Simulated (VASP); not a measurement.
# BN: single point with PBEsol

BN:

```
B N
1.0
     0.00000    1.78649    1.78649
     1.78649    0.00000    1.78649
     1.78649    1.78649    0.00000
B N
1 1
Direct
  0.00000 0.00000 0.00000
  0.75000 0.75000 0.75000
```

```json
{
 "Program": "VASP 6.6.1",
 "Task": "single point",
 "Functional": "PBEsol",
 "Potentials or basis": "VASP PAW PBE potentials, release 64 (B, N)",
 "Cutoff": "600 eV",
 "k mesh": "16 × 16 × 16",
 "Occupations": "gaussian, width 0.05 eV",
 "Spin": "no spin polarisation"
}
```

- Pressure: 11.5 GPa
- Band gap on the k mesh: 4.31 eV, indirect (least direct gap 8.93 eV)

Levels at points of the mesh, in eV from the valence-band top:
```
           k point  band 1  band 2  band 3  band 4  band 5  band 6  band 7  band 8
(0.00, 0.00, 0.00)  -20.66    0.00    0.00    0.00    8.93    8.93    8.93   10.84
(0.50, 0.00, 0.00)  -16.22  -11.11   -2.02   -2.02   10.55   10.81   10.81   15.43
(0.50, 0.50, 0.00)  -14.80   -9.20   -5.12   -5.12    4.31    9.28   18.42   18.42
```

It took 13 s on 1 thread of Intel(R) Xeon(R) Platinum 8488C (Sapphire Rapids) (shared host), peak memory 0.13 GiB.

Caveat: the PAW data sets were made with another functional, which shifts forces and pressure a little. A k mesh can miss the band edges.
